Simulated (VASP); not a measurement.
Write the native input for VASP 6.6.1 that does the following.

| Item | Value |
| --- | --- |
| Task | single point |
| Functional | PBE |
| Potentials or basis | VASP PAW PBE potentials, release 64 (Si, Bi_d, S) |
| Cutoff | 520 eV |
| k mesh | 6 × 6 × 4 |
| Occupations | gaussian, width 0.1 eV |
| Spin | no spin polarisation |
| Dipole correction | no |
| Further INCAR settings | ALGO = Normal; EDIFF = 1e-07; NBANDS = 20 |

The structure of SiBiS lies in POSCAR:

```
SiBiS
1.0
    3.5214667949      0.0000000000      0.0000000000
    0.0000000000      3.5214667949      0.0000000000
    0.0000000000      0.0000000000      5.7500814654
Si Bi S
1 1 1
Direct
    0.0000000000      0.0000000000      0.5000000000
    0.5000000000      0.5000000000      0.0000000000
    0.5000000000      0.5000000000      0.5000000000
```

The cell was generated, and may not be a known phase.

The input as run:

INCAR

```
PREC = Accurate
ENCUT = 520
EDIFF = 1E-7
ISMEAR = 0
SIGMA = 0.1
LREAL = False
LASPH = True
NELM = 100
ALGO = Normal
ISIF = 2
LWAVE = False
LCHARG = False
GGA = PE
NBANDS = 20
```

KPOINTS

```
regular mesh
0
Gamma
  6 6 4
```

Potentials or basis: VASP PAW PBE potentials, release 64 (Si, Bi_d, S).

Run with:

```sh
$ cat potpaw_PBE.64/Si/POTCAR potpaw_PBE.64/Bi_d/POTCAR potpaw_PBE.64/S/POTCAR > POTCAR
$ mpirun -np 1 vasp_std > vasp.out
```

It gave:

| Item | Value |
| --- | --- |
| Pressure | 0.2 GPa |
| Band gap on the k mesh | zero (an odd number of electrons rules out a gap without spin polarisation) |

Caveat: spin-orbit coupling is left out, which moves the levels of the heavy elements; an odd number of electrons without spin polarisation forces a metal; a magnetic or distorted state may lie lower.

It took 21 s on 1 thread of Intel(R) Xeon(R) 6975P-C (Granite Rapids), on a shared host, peak memory 0.2 GiB.
